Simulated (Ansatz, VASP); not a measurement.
## Se: VASP beside Ansatz

```
Se
1.0
     4.70658    0.00000    0.00000
    -2.35329    4.07602    0.00000
     0.00000    0.00000    3.41846
Se
3
Direct
  0.00000 0.00000 0.00000
  0.33333 0.66667 0.50000
  0.66667 0.33333 0.50000
```

Alike in both runs: functional revPBE; k mesh 7 × 7 × 10; occupations fermi-dirac, width 0.1 eV; no spin polarisation.

Ansatz relaxed the structure, and its values are those at the end. VASP's run is a single point on that final structure, the one shown.

|  | VASP | Ansatz |
| --- | --- | --- |
| version | VASP 6.6.1 | Ansatz 0.2.0 |
| potentials or method | VASP PAW PBE potentials, release 64 (Se), cutoff 520 eV | plane waves (420 eV) with PAW, scalar-relativistic |
| valence electrons in the cell | 18 | 48 |

```tsv
	VASP	Ansatz	Ansatz less VASP
pressure (GPa)	0.0	0.0	+0.01
```

VASP's potentials were made for PBE, not for revPBE. The functional is the same, so the differences come from potentials, cutoffs and numerics. VASP's potentials hold 18 valence electrons a cell and Ansatz's 48, so a difference there can come from the potentials and not from the codes.
